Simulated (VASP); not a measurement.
**InP: single point with PBE**

Crystal: InP.

```
In P
1.0
     0.00000    2.95379    2.95379
     2.95379    0.00000    2.95379
     2.95379    2.95379    0.00000
In P
1 1
Direct
  0.00000 0.00000 0.00000
  0.25000 0.25000 0.25000
```

| Property | Result |
| --- | --- |
| Program | VASP 6.6.1 |
| Task | single point |
| Functional | PBE |
| Potentials or basis | VASP PAW PBE potentials, release 64 (In_d, P) |
| Cutoff | 500 eV |
| k mesh | 5 × 5 × 5 |
| Occupations | gaussian, width 0.01 eV |
| Spin | no spin polarisation |
| Dipole correction | no |
| Further INCAR settings | ALGO = Normal; EDIFF = 1e-06; NBANDS = 16 |

| Property | Result |
| --- | --- |
| Pressure | 1.6 GPa |
| Band gap on the k mesh | 0.58 eV, direct |

Levels at points of the mesh, in eV from the valence-band top:
```
           k point  band 7  band 8  band 9  band 10  band 11  band 12
(0.00, 0.00, 0.00)    0.00    0.00    0.00     0.58     4.08     4.08
```

Run time: 8.9 s on 1 thread of AMD EPYC 7R43 64-Core Processor (Zen 3) (shared host), peak memory 0.13 GiB.

Caveat: spin-orbit coupling is left out, which moves the levels of the heavy elements.
